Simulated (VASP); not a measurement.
Wanted: the native input for a VASP 6.6.1 run.

```yaml
Task: single point
Functional: pbe exchange, lda correlation
Potentials_or_basis: VASP PAW PBE potentials, release 64 (Tm)
Cutoff: 600 eV
k_mesh: 8 × 8 × 8
Occupations: fermi-dirac, width 0.15 eV
Spin: non-collinear spin, typed start, spin-orbit coupling
Starting_moments: "[[0.0, 0.0, 2.0]] μB"
Dipole_correction: no
Further_INCAR_settings: ALGO = Normal; EDIFF = 1e-06; NBANDS = 34
```

The structure of Tm lies in POSCAR:

```
Tm
1.0
   -1.9705499473      1.9705499473      1.9705499473
    1.9705499473     -1.9705499473      1.9705499473
    1.9705499473      1.9705499473     -1.9705499473
Tm
1
Direct
    0.0000000000      0.0000000000      0.0000000000
```

This isn't the form of Tm at room conditions, which is hcp.

The input as run:

INCAR

```
PREC = Accurate ; ENCUT = 600
EDIFF = 1E-6 ; ISMEAR = -1
SIGMA = 0.15 ; LREAL = F
LASPH = T ; NELM = 200
ALGO = Normal ; ISIF = 2
LWAVE = F ; LCHARG = F
MAGMOM = 0 0 2 ; LORBIT = 11
LSORBIT = T ; GGA_COMPAT = F
LORBMOM = T ; LMAXMIX = 6
GGA = LIBXC ; LIBXC1 = GGA_X_PBE
LIBXC2 = LDA_C_PW ; NBANDS = 34
```

KPOINTS

```
Automatic mesh
0
Gamma
  8 8 8
```

Potentials or basis: VASP PAW PBE potentials, release 64 (Tm).

Launch:

```bash
$ cat potpaw_PBE.64/Tm/POTCAR > POTCAR
$ mpirun -np 1 vasp_ncl > vasp.out
```

It gave:

```json
{"Pressure": "6.2 GPa", "Net moment": "0.90 μB per cell", "Valence electrons inside the program's atomic spheres": "Tm 21.18"}
```

Caveat: the magnetic or orbital state may not be the lowest; the cell stands under pressure; the PAW data sets were made with another functional, which shifts forces and pressure a little.

It took 6.7 min on 1 thread of Intel(R) Xeon(R) 6975P-C (Granite Rapids) (shared host), peak memory 0.37 GiB.
